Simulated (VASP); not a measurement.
# LiF (P6_3mc) in VASP: a series of runs

LiF is run at these levels: LDA; tasks: single point.

Program: VASP 6.6.1. These are calculated values, not measurements. Logs are shortened: lines on timing, memory, paths and dates and some standing lists are left out, and cuts for length are marked.

## (1) The cell of the first run

It takes space group P6_3mc (No. 186, hexagonal). The conventional cell has a = 3.074 Å, b = 3.074 Å, c = 4.961 Å, α = 90.00°, β = 90.00°, γ = 120.00°. Li (site symmetry 3m) has 4 F at 1.85 to 1.95 Å within 2.5 Å. Within 2.5 Å of F (site symmetry 3m) lie 4 Li at 1.85 to 1.95 Å.

## (2) Single point, LDA (10.15 Å³/atom)

INCAR reads:

```
  ALGO = Normal
  EDIFF = 1E-6
  ENCUT = 520
  GGA = CA
  ISIF = 2
  ISMEAR = 0
  LASPH = T
  LCHARG = T
  LELF = T
  LREAL = F
  LVHAR = T
  LWAVE = F
  NBANDS = 18
  NELM = 60
  PREC = Accurate
  SIGMA = 0.05
```

KPOINTS reads:

```
k-points
0
Gamma
  9 9 6
```

POSCAR reads:

```
LiF
1.0
    3.0742074608      0.0000000000      0.0000000000
   -1.5371037304      2.6623417576      0.0000000000
    0.0000000000      0.0000000000      4.9605411588
Li F
2 2
Direct
    0.3333333333      0.6666666667      0.3839784076
    0.6666666667      0.3333333333      0.8839784076
    0.3333333333      0.6666666667      0.9910195924
    0.6666666667      0.3333333333      0.4910195924
```

Potentials or basis: VASP PAW LDA potentials, release 64 (Li_sv, F).

Run with:

```bash
> cat potpaw_LDA.64/Li_sv/POTCAR potpaw_LDA.64/F/POTCAR > POTCAR
> mpirun -np 1 vasp_std > vasp.out
```

OUTCAR:

```text
EDIFF = 1E-6
   ENCUT = 520
   GGA = CA
   ISIF = 2
   ISMEAR = 0
   LASPH = T
   LREAL = F
   NELM = 60
   PREC = Accurate

 ion  position               nearest neighbor table
   1  0.333  0.667  0.384-   4 1.85   4 1.85   4 1.85   3 1.95
   2  0.667  0.333  0.884-   3 1.85   3 1.85   3 1.85   4 1.95
   3  0.333  0.667  0.991-   2 1.85   2 1.85   2 1.85   1 1.95
   4  0.667  0.333  0.491-   1 1.85   1 1.85   1 1.85   2 1.95

  LATTYP: Found a hexagonal cell.
 ALAT       =     3.0742074608
 C/A-ratio  =     1.6136000000

  Lattice vectors:

 A1 = (   3.0742074608,   0.0000000000,   0.0000000000)
 A2 = (  -1.5371037304,   2.6623417576,   0.0000000000)
 A3 = (   0.0000000000,   0.0000000000,   4.9605411588)

Analysis of symmetry for initial positions (statically):
=====================================================================
 Subroutine PRICEL returns:
 Original cell was already a primitive cell.

 Routine SETGRP: Setting up the symmetry group for a
 hexagonal supercell.

 Subroutine GETGRP returns: Found 12 space group operations
 (whereof  6 operations were pure point group operations)
 out of a pool of 24 trial point group operations.

The static configuration has the point symmetry C_3v.
 The point group associated with its full space group is C_6v.

Analysis of symmetry for dynamics (positions and initial velocities):
=====================================================================
 Subroutine PRICEL returns:
 Original cell was already a primitive cell.

 Routine SETGRP: Setting up the symmetry group for a
 hexagonal supercell.

 Subroutine GETGRP returns: Found 12 space group operations
 (whereof  6 operations were pure point group operations)
 out of a pool of 24 trial point group operations.

The dynamic configuration has the point symmetry C_3v.
 The point group associated with its full space group is C_6v.

 Subroutine INISYM returns: Found 12 space group operations
 (whereof  6 operations are pure point group operations),
 and found     1 'primitive' translations

----------------------------------------------------------------------------------------

                                     Primitive cell

  volume of cell :      40.6000

  direct lattice vectors                    reciprocal lattice vectors
     3.074207461  0.000000000  0.000000000     0.325287090  0.187804589  0.000000000
    -1.537103730  2.662341758  0.000000000     0.000000000  0.375609178  0.000000000
     0.000000000  0.000000000  4.960541159     0.000000000  0.000000000  0.201590909

  length of vectors
     3.074207461  3.074207461  4.960541159     0.375609178  0.375609178  0.201590909

  position of ions in fractional coordinates (direct lattice)
     0.333333333  0.666666667  0.383978408
     0.666666667  0.333333333  0.883978408
     0.333333333  0.666666667  0.991019592
     0.666666667  0.333333333  0.491019592

  ion indices of the primitive-cell ions
   primitive index   ion index
                 1           1
                 2           2
                 3           3
                 4           4

----------------------------------------------------------------------------------------

 KPOINTS: k-points

Automatic generation of k-mesh.
 Grid dimensions read from file:
 generate k-points for:    9    9    6

 Generating k-lattice:

  Cartesian coordinates                     Fractional coordinates (reciprocal lattice)
     0.036143010  0.020867177  0.000000000     0.111111111  0.000000000  0.000000000
     0.000000000  0.041734353  0.000000000     0.000000000  0.111111111  0.000000000
     0.000000000  0.000000000  0.033598485     0.000000000  0.000000000  0.166666667

  Length of vectors
     0.041734353  0.041734353  0.033598485

  Shift w.r.t. Gamma in fractional coordinates (k-lattice)
     0.000000000  0.000000000  0.000000000

 Subroutine IBZKPT returns following result:
 ===========================================

 Found     48 irreducible k-points:

 Following reciprocal coordinates:
            Coordinates               Weight
  0.000000  0.000000  0.000000      1.000000
  0.111111  0.000000  0.000000      6.000000
  0.222222 -0.000000  0.000000      6.000000
  0.333333 -0.000000  0.000000      6.000000
  0.444444 -0.000000  0.000000      6.000000
  0.111111  0.111111  0.000000      6.000000
[... 16 lines left out ...]
  0.333333  0.222222  0.166667     24.000000
  0.333333  0.333333  0.166667      4.000000
 [... further k-points ...]
   k-points           NKPTS =     48   k-points in BZ     NKDIM =     48   number of bands    NBANDS=     18
   number of dos      NEDOS =    301   number of ions     NIONS =      4
   total plane-waves  NPLWV =  23040
   dimension x,y,z NGX =    24 NGY =   24 NGZ =   40
   dimension x,y,z NGXF=    48 NGYF=   48 NGZF=   80
   ions per type =               2   2
   NGX,Y,Z   is equivalent  to a cutoff of  12.98, 12.98, 13.41 a.u.
   NGXF,Y,Z  is equivalent  to a cutoff of  25.96, 25.96, 26.81 a.u.
 SYSTEM =  unknown system
   PREC   = accura    normal or accurate (medium, high low for compatibility)
   ISTART =      0    job   : 0-new  1-cont  2-samecut
   ICHARG =      2    charge: 1-file 2-atom 10-const
   ISPIN  =      1    spin polarized calculation?
   LNONCOLLINEAR =      F non collinear calculations
   LSORBIT =      F    spin-orbit coupling
   LASPH  =      T    aspherical Exc in radial PAW
   ENCUT  =  520.0 eV  38.22 Ry    6.18 a.u.   5.72  5.72  9.22*2*pi/ulx,y,z
   NELM   =     60;   NELMIN=  2; NELMDL= -5     # of ELM steps
   EDIFF  = 0.1E-05   stopping-criterion for ELM
   LREAL  =      F    real-space projection
   EDIFFG = 0.1E-04   stopping-criterion for IOM
   NSW    =      0    number of steps for IOM
   IBRION =     -1    ionic relax: 0-MD 1-quasi-New 2-CG
   NFREE  =      0    steps in history (QN), initial steepest desc. (CG)
   ISIF   =      2    stress and relaxation
   ISYM   =      2    0-nonsym 1-usesym 2-fastsym
   POTIM  = 0.5000    time-step for ionic-motion
   TEBEG  =    0.0;   TEEND  =   0.0 temperature during run
   PSTRESS=    0.0 pullay stress
   NELECT =      20.0000    total number of electrons
   NUPDOWN=      -1.0000    fix difference up-down
   EMIN   =  10.00;   EMAX   =-10.00  energy-range for DOS
   EFERMI =   0.00;   METHOD = LEGACY
   ISMEAR =     0;   SIGMA  =   0.05  broadening in eV -4-tet -1-fermi 0-gaus
   EFERMI_NEDOS =   21; number of points for ismear=-14 and -15
   IALGO  =     38    algorithm
   IMIX   =      4    mixing-type and parameters
     AMIX     =   0.40;   BMIX     =  1.00
     AMIX_MAG =   1.60;   BMIX_MAG =  1.00
  volume/ion in A,a.u.               =      10.15        68.50
  Fermi-wavevector in a.u.,A,eV,Ry     =   1.292933  2.443290 22.744543  1.671677
  Thomas-Fermi vector in A             =   2.424610
   LORBIT       =      0    0 simple, 1 ext, 2 COOP (PROOUT), +10 PAW based schemes
   GGA     = CA    functional components
   LHFCALC =     F    Hartree Fock is set to
   AEXX    =    0.0000 exact exchange contribution
   IVDW    =     0    specifies the selected vdW correction
   LEPSILON=     F    determine dielectric tensor
   LRPA    =     F    only Hartree local field effects (RPA)
 non-spin polarized calculation
 Gauss-broadening in eV      SIGMA  =   0.05
  energy-cutoff  :      520.00
  volume of cell :       40.60
 maximum number of plane-waves:      1106
 NGX is ok and might be reduce to    24
   NGX = 11   NGY = 11   NGZ = 19

 number of electron      19.9999976 magnetization

 Free energy of the ion-electron system (eV)
  ---------------------------------------------------
  ext. energy  EPLUGINS =         0.00000000
  ---------------------------------------------------
  free energy    TOTEN  =       -20.74422053 eV

  energy without entropy =      -20.74422053  energy(sigma->0) =      -20.74422053

 E-fermi :  -2.6728     XC(G=0):  -9.4426

 val. band max:       -2.8802737792   @ k =   0.0000   0.0000   0.0000
 cond. band min:       4.4937177224   @ k =   0.0000   0.0000   0.0000
 fundamental gap:      7.3739915015
 Fermi energy:        -2.6727701098

 k-point     1 :       0.0000    0.0000    0.0000
  band No.  band energies     occupation
      1     -42.2291      2.00000
      2     -42.1905      2.00000
      3     -21.8543      2.00000
      4     -21.6272      2.00000
      5      -5.0623      2.00000
      6      -3.3123      2.00000
[... 10 lines left out ...]
     17      16.2587      0.00000
     18      16.3007      0.00000

 k-point     2 :       0.1111    0.0000    0.0000
  band No.  band energies     occupation
      1     -42.2249      2.00000
      2     -42.1884      2.00000
      3     -21.8384      2.00000
      4     -21.6231      2.00000
      5      -4.9943      2.00000
      6      -3.4513      2.00000
[... 10 lines left out ...]
     17      16.4369      0.00000
     18      16.5165      0.00000

 k-point     3 :       0.2222   -0.0000    0.0000
  band No.  band energies     occupation
      1     -42.2139      2.00000
      2     -42.1832      2.00000
      3     -21.7960      2.00000
      4     -21.6148      2.00000
      5      -4.8198      2.00000
      6      -3.8420      2.00000
[... 10 lines left out ...]
     17      16.5321      0.00000
     18      16.5740      0.00000

 k-point     4 :       0.3333   -0.0000    0.0000
  band No.  band energies     occupation
      1     -42.2004      2.00000
      2     -42.1784      2.00000
      3     -21.7404      2.00000
      4     -21.6116      2.00000
      5      -4.7177      2.00000
      6      -4.1544      2.00000
[... 375 lines left out ...]
      4     -21.6193      2.00000
      5      -4.5848      2.00000
      6      -4.4605      2.00000
[... 10 lines left out ...]
     17      16.1219      0.00000
     18      17.5989      0.00000

 k-point    23 :       0.3333    0.2222    0.1667
  band No.  band energies     occupation
      1     -42.1845      2.00000
      2     -42.1770      2.00000
      3     -21.6682      2.00000
      4     -21.6263      2.00000
      5      -4.8328      2.00000
      6      -4.2672      2.00000
[... 10 lines left out ...]
     17      15.4935      0.00000
     18      17.8337      0.00000

 k-point    24 :       0.3333    0.3333    0.1667
  band No.  band energies     occupation
      1     -42.1791      2.00000
      2     -42.1791      2.00000
      3     -21.6414      2.00000
      4     -21.6414      2.00000
      5      -4.8906      2.00000
      6      -4.0569      2.00000
[... 10 lines left out ...]
     17      15.0268      0.00000
     18      17.6769      0.00000

 [... further k-points ...]

------------------------ aborting loop because EDIFF is reached ----------------------------------------

  FORCE on cell =-STRESS in cart. coord.  units (eV):
  Direction    XX          YY          ZZ          XY          YZ          ZX
  --------------------------------------------------------------------------------------
  -------------------------------------------------------------------------------------
  Total       -0.9714561     -0.9714561     -1.7322188      0.0000000      0.0000000      0.0000000
  in kB      -38.3360825    -38.3360825    -68.3576789      0.0000000      0.0000000      0.0000000
  external PRESSURE =     -48.3432813 kB  Pullay stress =       0.0000000 kB

 VOLUME and BASIS-vectors are now :
 -----------------------------------------------------------------------------
  energy-cutoff  :      520.00
  volume of cell :       40.60
      direct lattice vectors                 reciprocal lattice vectors
     3.074207461  0.000000000  0.000000000     0.325287090  0.187804589  0.000000000
    -1.537103730  2.662341758  0.000000000     0.000000000  0.375609178  0.000000000
     0.000000000  0.000000000  4.960541159     0.000000000  0.000000000  0.201590909

 POSITION                                       TOTAL-FORCE (eV/Angst)
 -----------------------------------------------------------------------------------
     -0.00000      1.77489      1.90474         0.000000     -0.000000     -0.137534
      1.53710      0.88745      4.38501        -0.000000      0.000000     -0.137534
     -0.00000      1.77489      4.91599        -0.000000     -0.000000      0.137534
      1.53710      0.88745      2.43572         0.000000      0.000000      0.137534
 -----------------------------------------------------------------------------------
    total drift:                                0.000001      0.000001      0.000018

  FREE ENERGIE OF THE ION-ELECTRON SYSTEM (eV)
  ---------------------------------------------------
  free  energy   TOTEN  =       -20.7442205262 eV

  energy  without entropy=      -20.7442205262  energy(sigma->0) =      -20.74422053
```

Wall time 31 s (1 thread of Intel Xeon Platinum 8259CL at 2.50GHz (Skylake/Cascade Lake), shared host); peak memory 0.15 GiB.

What came out:

| Property | Result |
| --- | --- |
| Free energy | -20.7442 eV |
| Largest force | 0.138 eV/Å |
| Band gap on the k mesh | 7.37 eV |

Forces on the atoms (eV/Å):
```
Li   0.000  0.000 -0.138
Li   0.000  0.000 -0.138
F    0.000  0.000  0.138
F    0.000  0.000  0.138
```

Levels at points of the mesh, in eV from the valence-band top:
| k point | band 7 | band 8 | band 9 | band 10 | band 11 | band 12 | band 13 | band 14 |
| --- | --- | --- | --- | --- | --- | --- | --- | --- |
| (0.00, 0.00, 0.00) | -0.43 | -0.15 | -0.15 | 0.00 | 7.37 | 11.41 | 14.61 | 18.16 |
| (0.00, 0.00, 0.50) | -0.29 | -0.29 | -0.29 | -0.29 | 9.02 | 9.02 | 16.77 | 16.77 |

Caveat: the cutoff is under 1.25 times the usual one of these potentials, so pressure, stress and relaxed cells hold a basis-set (Pulay) error; an odd mesh through Γ misses points on the zone boundary, where band edges can lie.

## (3) Single point, LDA (10.15 Å³/atom)

INCAR reads:

```
SYSTEM = LiF
  PREC = Accurate
  ENCUT = 520
  EDIFF = 1E-6
  ISMEAR = 0
  SIGMA = 0.05
  LREAL = .False.
  LASPH = .True.
  NELM = 60
  ALGO = Normal
  ISIF = 2
  LWAVE = .False.
  LCHARG = .False.
  NBANDS = 18
```

KPOINTS reads:

```
regular mesh
0
Gamma
  9 9 6
  0 0 0
```

POSCAR reads:

```
LiF
1.0
    3.2261353907      0.0000000000      0.0000000000
   -1.6130676954      2.7939152044      0.0000000000
    0.0000000000      0.0000000000      4.5043302325
Li F
2 2
Direct
    0.3333333333      0.6666666667      0.3839784076
    0.6666666667      0.3333333333      0.8839784076
    0.3333333333      0.6666666667      0.9910195924
    0.6666666667      0.3333333333      0.4910195924
```

Potentials or basis: VASP PAW LDA potentials, release 64 (Li_sv, F).

Run with:

```bash
> cat potpaw_LDA.64/Li_sv/POTCAR potpaw_LDA.64/F/POTCAR > POTCAR
> mpirun -np 1 vasp_std > vasp.out
```

Run time: 20 s. Hardware: 1 thread of Intel Xeon Platinum 8259CL at 2.50GHz (Skylake/Cascade Lake), shared host; peak memory 0.15 GiB.

Results (log left out):

```
Free energy            : -20.6882 eV
Largest force          : 0.393 eV/Å
Band gap on the k mesh : 7.25 eV
```

Forces on the atoms (eV/Å):
```
Li   0.000  0.000  0.393
Li   0.000  0.000  0.393
F    0.000  0.000 -0.393
F    0.000  0.000 -0.393
```

Levels at points of the mesh, in eV from the valence-band top:
| k point | band 6 | band 7 | band 8 | band 9 | band 10 | band 11 | band 12 | band 13 | band 14 | band 15 |
| --- | --- | --- | --- | --- | --- | --- | --- | --- | --- | --- |
| (0.00, 0.00, 0.00) | -0.75 | -0.75 | -0.26 | -0.26 | 0.00 | 7.25 | 12.16 | 15.26 | 16.95 | 16.95 |
| (0.00, 0.00, 0.50) | -1.16 | -0.51 | -0.51 | -0.51 | -0.51 | 9.10 | 9.10 | 17.18 | 17.18 | 17.18 |

Caveat: the cutoff is under 1.25 times the usual one of these potentials, so pressure, stress and relaxed cells hold a basis-set (Pulay) error; an odd mesh through Γ misses points on the zone boundary, where band edges can lie.

## (4) Single point, LDA (10.45 Å³/atom)

This run uses another cell than the first one, of 10.45 Å³/atom.

INCAR reads:

```
ALGO = Normal
EDIFF = 1E-7
ENCUT = 520
GGA = CA
ISIF = 2
ISMEAR = 0
LASPH = T
LCHARG = T
LELF = T
LREAL = F
LVHAR = T
LWAVE = F
NBANDS = 18
NELM = 100
PREC = Accurate
SIGMA = 0.05
```

KPOINTS reads:

```
k-points
0
Gamma
  9 9 6
```

POSCAR reads:

```
LiF
1.0
    3.1797262505      0.0000000000      0.0000000000
   -1.5898631253      2.7537237100      0.0000000000
    0.0000000000      0.0000000000      4.7724511294
Li F
2 2
Direct
    0.3333333333      0.6666666667      0.3839784076
    0.6666666667      0.3333333333      0.8839784076
    0.3333333333      0.6666666667      0.9910195924
    0.6666666667      0.3333333333      0.4910195924
```

Run with:

```bash
> cat potpaw_LDA.64/Li_sv/POTCAR potpaw_LDA.64/F/POTCAR > POTCAR
> mpirun -np 1 vasp_std > vasp.out
```

It took 28 s on 1 thread of Intel Xeon Platinum 8259CL at 2.50GHz (Skylake/Cascade Lake), shared host; peak memory 0.14 GiB.

It converged, with:

```yaml
Free_energy: -20.7100 eV
Largest_force: 0.039 eV/Å
Band_gap_on_the_k_mesh: 7.16 eV
```

Forces in eV/Å, atoms in the order of the input:
```
Li   0.000  0.000  0.039
Li   0.000  0.000  0.039
F    0.000  0.000 -0.039
F    0.000  0.000 -0.039
```

Levels at points of the mesh, in eV from the valence-band top:
```csv
k point,band 6,band 7,band 8,band 9,band 10,band 11,band 12,band 13,band 14,band 15
"(0.00, 0.00, 0.00)",-0.59,-0.59,-0.23,-0.23,0.00,7.16,11.56,14.61,17.31,17.31
"(0.00, 0.00, 0.50)",-1.14,-0.41,-0.41,-0.41,-0.41,8.88,8.88,17.05,17.05,17.55
```

Caveat: the cutoff is under 1.25 times the usual one of these potentials, so pressure, stress and relaxed cells hold a basis-set (Pulay) error; an odd mesh through Γ misses points on the zone boundary, where band edges can lie.

## (5) Single point, LDA (10.45 Å³/atom)

This run uses another cell than the first one, of 10.45 Å³/atom.

INCAR reads:

```
SYSTEM = LiF
PREC = Accurate ; ENCUT = 520
EDIFF = 1E-6 ; ISMEAR = 0
SIGMA = 0.05 ; LREAL = .FALSE.
LASPH = .TRUE. ; NELM = 80
ALGO = Normal ; ISIF = 2
LWAVE = .FALSE. ; LCHARG = .TRUE.
LELF = .TRUE. ; LVHAR = .TRUE.
NBANDS = 18
```

KPOINTS reads:

```
Automatic mesh
0
G
  9 9 6
  0 0 0
```

POSCAR reads:

```
LiF
1.0
    3.0299854110      0.0000000000      0.0000000000
   -1.5149927055      2.6240443390      0.0000000000
    0.0000000000      0.0000000000      5.2558126938
Li F
2 2
Direct
    0.3333333333      0.6666666667      0.3839784076
    0.6666666667      0.3333333333      0.8839784076
    0.3333333333      0.6666666667      0.9910195924
    0.6666666667      0.3333333333      0.4910195924
```

Run with:

```bash
> cat potpaw_LDA.64/Li_sv/POTCAR potpaw_LDA.64/F/POTCAR > POTCAR
> mpirun -np 1 vasp_std > vasp.out
```

It took 30 s on 1 thread of Intel Xeon Platinum 8259CL at 2.50GHz (Skylake/Cascade Lake), shared host; peak memory 0.15 GiB.

It converged, with:

```yaml
Free_energy: -20.6479 eV
Largest_force: 0.195 eV/Å
Band_gap_on_the_k_mesh: 7.28 eV
```

Forces in eV/Å, atoms in the order of the input:
```
Li   0.000  0.000 -0.195
Li   0.000  0.000 -0.195
F    0.000  0.000  0.195
F    0.000  0.000  0.195
```

Levels at points of the mesh, in eV from the valence-band top:
| k point | band 6 | band 7 | band 8 | band 9 | band 10 | band 11 | band 12 | band 13 | band 14 | band 15 |
| --- | --- | --- | --- | --- | --- | --- | --- | --- | --- | --- |
| (0.00, 0.00, 0.00) | -0.21 | -0.21 | -0.02 | -0.02 | 0.00 | 7.28 | 10.96 | 14.14 | 17.97 | 18.65 |
| (0.00, 0.00, 0.50) | -1.07 | -0.12 | -0.12 | -0.12 | -0.12 | 8.83 | 8.83 | 16.08 | 16.08 | 18.90 |

Caveat: the cutoff is under 1.25 times the usual one of these potentials, so pressure, stress and relaxed cells hold a basis-set (Pulay) error; an odd mesh through Γ misses points on the zone boundary, where band edges can lie.

## (6) Summary

```csv
cell,gap on the mesh (eV),largest force (eV/Å)
"a = 3.074, b = 3.074, c = 4.961 Å, angles 90.0, 90.0, 120.0°, 4 atoms",7.37,0.14
"a = 3.226, b = 3.226, c = 4.504 Å, angles 90.0, 90.0, 120.0°, 4 atoms",7.25,0.39
"a = 3.180, b = 3.180, c = 4.772 Å, angles 90.0, 90.0, 120.0°, 4 atoms",7.16,0.04
"a = 3.030, b = 3.030, c = 5.256 Å, angles 90.0, 90.0, 120.0°, 4 atoms",7.28,0.20
```

Alike in all rows: task single point; level LDA; potentials or basis VASP PAW LDA potentials, release 64 (Li_sv, F); no spin polarisation; k mesh 9 × 9 × 6; cutoff (eV) 520; smearing gaussian 0.05 eV.

Caveats: the cutoff is under 1.25 times the usual one of these potentials, so pressure, stress and relaxed cells hold a basis-set (Pulay) error; an odd mesh through Γ misses points on the zone boundary, where band edges can lie.

Absolute energies hang on the potentials; compare differences alone.
